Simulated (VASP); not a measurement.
Write the native input for VASP 6.6.1 that does the following.

```
Task                               : single point
Functional                         : r2SCANh
Potentials or basis                : VASP PAW PBE potentials, release 64 (Cu, I)
Cutoff                             : 580 eV
k mesh                             : 6 × 6 × 2
Occupations                        : gaussian, width 0.01 eV
Spin                               : no spin polarisation
Dipole correction                  : no
Grid for exact exchange (PRECFOCK) : Normal
Further INCAR settings             : ALGO = Normal; EDIFF = 1e-06; NBANDS = 26
Share of exact exchange            : 0.1
```

Crystal: CuI.

```
Cu I
1.0
     4.12862    0.00000    0.00000
    -2.06431    3.57549    0.00000
     0.00000    0.00000    7.47811
Cu I
2 2
Cartesian
  2.0643 1.1918 4.4117
  0.0000 2.3837 3.0664
  0.0000 2.3837 5.6441
  2.0643 1.1918 1.8340
```

One way to write it, as run:

POSCAR

```
CuI
1.0
    4.1286200000      0.0000000000      0.0000000000
   -2.0643100000      3.5754898026      0.0000000000
    0.0000000000      0.0000000000      7.4781100000
Cu I
2 2
Direct
    0.6666666667      0.3333333333      0.5899500000
    0.3333333333      0.6666666667      0.4100500000
    0.3333333333      0.6666666667      0.7547500000
    0.6666666667      0.3333333333      0.2452500000
```

INCAR.step1

```
SYSTEM = CuI
PREC = Accurate ; ENCUT = 580
EDIFF = 1E-5 ; ISMEAR = 0
SIGMA = 0.01 ; LREAL = .False.
LASPH = .True. ; NELM = 120
ALGO = Normal ; ISIF = 2
LWAVE = .True. ; LCHARG = .False.
GGA = PE ; NBANDS = 26
GGA_COMPAT = .False. ; KPAR = 4
```

INCAR.step2

```
SYSTEM = CuI
PREC = Accurate ; ENCUT = 580
EDIFF = 1E-6 ; ISMEAR = 0
SIGMA = 0.01 ; LREAL = .False.
LASPH = .True. ; NELM = 120
ALGO = Normal ; ISIF = 2
LWAVE = .False. ; LCHARG = .False.
METAGGA = R2SCAN ; LHFCALC = .True.
AEXX = 0.1 ; LMIXTAU = .True.
PRECFOCK = Normal ; ISTART = 1
NBANDS = 26 ; GGA_COMPAT = .False.
KPAR = 4
```

KPOINTS

```
Automatic mesh
0
Gamma
  6 6 2
  0 0 0
```

Potentials or basis: VASP PAW PBE potentials, release 64 (Cu, I).

Command:

```bash
$ cat potpaw_PBE.64/Cu/POTCAR potpaw_PBE.64/I/POTCAR > POTCAR
$ cp INCAR.step1 INCAR
$ mpirun -np 4 vasp_std > vasp.out
$ cp INCAR.step2 INCAR
$ mpirun -np 4 vasp_std > vasp.out
```

Results of the run:

```json
{"Pressure": "0.1 GPa", "Largest force": "0.087 eV/Å", "Band gap on the k mesh": "2.86 eV"}
```

Caveat: the k points lie up to 0.42 Å⁻¹ apart; the PAW data sets were made with another functional, which shifts forces and pressure a little; spin-orbit coupling is left out, which moves the levels of the heavy elements.

Run time: 49 min on 4 MPI ranks on AMD EPYC 7R43 64-Core Processor (Zen 3), with other jobs on the host, peak memory 0.31 GiB a rank.
